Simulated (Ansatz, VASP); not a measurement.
**One calculation of CdS, two programs**

```
Cd S
1.0
     0.00000    2.91650    2.91650
     2.91650    0.00000    2.91650
     2.91650    2.91650    0.00000
Cd S
1 1
Direct
  0.00000 0.00000 0.00000
  0.75000 0.75000 0.75000
```

Alike in both runs: task relaxation of cell and atoms; functional PBE; k mesh 8 × 8 × 8; occupations fermi-dirac, width 0.05 eV; no spin polarisation.

|  | VASP | Ansatz |
| --- | --- | --- |
| version | VASP 6.6.1 | Ansatz 0.2.0 |
| potentials or method | VASP PAW PBE potentials, release 64 (Cd, S) | Ansatz PAW |
| plane-wave cutoff (eV) | 600 | 420 |
| valence electrons in the cell | 18 | 26 |

Ansatz gave:

| Quantity | Value |
| --- | --- |
| relaxed volume (Å³/atom) | 26.02 |
| relaxed cell length with the largest relative difference (Å) | 4.191 |

Q: Estimate VASP's values.

A: Relaxed volume (Å³/atom): 26.15; relaxed cell length with the largest relative difference (Å): 4.197.

VASP's potentials hold 18 valence electrons a cell and Ansatz's 26, so a difference there can come from the potentials and not from the codes.

Noted on Ansatz's run: the plane-wave basis is chosen anew once the cell has moved, so the energies of steps on either side of that aren't comparable.
